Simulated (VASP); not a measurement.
Input of a VASP 6.6.1 run:

Contents of POSCAR:

```
HfN
1.0
    0.0000000000      2.2590000000      2.2590000000
    2.2590000000      0.0000000000      2.2590000000
    2.2590000000      2.2590000000      0.0000000000
Hf N
1 1
Direct
    0.0000000000      0.0000000000      0.0000000000
    0.5000000000      0.5000000000      0.5000000000
```

File INCAR.step1:

```
SYSTEM = HfN
PREC     = Accurate       ! precision mode
ENCUT    = 520            ! plane-wave cutoff, eV
ISMEAR   = 0              ! smearing method
SIGMA    = 0.15           ! smearing width, eV
LREAL    = .FALSE.        ! projectors in reciprocal space
LASPH    = .TRUE.         ! aspherical terms in the spheres
NELM     = 80             ! most SCF steps
NBANDS   = 14             ! bands
GGA      = PE             ! functional
ALGO     = Normal         ! electronic algorithm
EDIFF    = 1E-4           ! SCF threshold, eV
LWAVE    = .TRUE.         ! write WAVECAR
LCHARG   = .FALSE.        ! write CHGCAR
```

Contents of INCAR.step2:

```
SYSTEM = HfN
PREC     = Accurate       ! precision mode
ENCUT    = 520            ! plane-wave cutoff, eV
EDIFF    = 1E-7           ! SCF threshold, eV
ISMEAR   = 0              ! smearing method
SIGMA    = 0.15           ! smearing width, eV
LREAL    = .FALSE.        ! projectors in reciprocal space
LASPH    = .TRUE.         ! aspherical terms in the spheres
NELM     = 80             ! most SCF steps
ALGO     = Normal         ! electronic algorithm
ISIF     = 2              ! what is computed and relaxed
LWAVE    = .FALSE.        ! write WAVECAR
LCHARG   = .FALSE.        ! write CHGCAR
METAGGA  = R2SCAN         ! meta-GGA
LMIXTAU  = .TRUE.       
NBANDS   = 14             ! bands
ISTART   = 1
```

The input KPOINTS:

```
regular mesh
0
G
  20 20 20
  0 0 0
```

Potentials or basis: VASP PAW PBE potentials, release 64 (Hf_pv, N).

Command:

```sh
$ cat potpaw_PBE.64/Hf_pv/POTCAR potpaw_PBE.64/N/POTCAR > POTCAR
$ cp INCAR.step1 INCAR
$ mpirun -np 1 vasp_std > vasp.out
$ cp INCAR.step2 INCAR
$ mpirun -np 1 vasp_std > vasp.out
```

**Question.** Predict the pressure.

**Answer.** -1.3 GPa.

**Question.** Predict the band gap on the k mesh.

**Answer.** Zero (an odd number of electrons rules out a gap without spin polarisation).

Caveat: the PAW data sets were made with another functional, which shifts forces and pressure a little; spin-orbit coupling is left out, which moves the levels of the heavy elements.
